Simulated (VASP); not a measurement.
Crystal: P.

```
P
1.0
     0.00000    1.77176    1.77176
     1.77176    0.00000    1.77176
     1.77176    1.77176    0.00000
P
1
Direct
  0.00000 0.00000 0.00000
```

```yaml
Program: VASP 6.6.1
Task: relaxation of cell and atoms
Functional: PBE
Potentials_or_basis: VASP PAW PBE potentials, release 64 (P)
Cutoff: 600 eV
k_mesh: 20 × 20 × 20
Occupations: fermi-dirac, width 0.05 eV
Spin: no spin polarisation
```

At the start: pressure 40.9 GPa; volume 11.12 Å³/atom.

Q: How do energy, volume and symmetry change on relaxing?

A: Over 5 steps the energy falls by 348.3 meV/atom and the volume is 14.53 Å³/atom (+30.6 %); space group Fm-3m (No. 225, to 0.05 Å).

Step by step:
```
step  energy change (eV)  largest force (eV/Å)  pressure (GPa)  volume (Å³)
   1              0.0000                0.0000           40.89        11.12
   2             -0.2948                0.0000           -8.60        16.35
   3             -0.3482                0.0000            0.37        14.47
   4             -0.3483                0.0000           -0.09        14.55
   5             -0.3483                0.0000            0.01        14.53
```

Final structure:
```
CELL_PARAMETERS angstrom
0.00000 1.93686 1.93686
1.93686 0.00000 1.93686
1.93686 1.93686 0.00000
ATOMIC_POSITIONS crystal
P 0.00000 0.00000 0.00000
```

Caveat: the volume moved by over 15 % at a fixed basis, so the end points are rough.
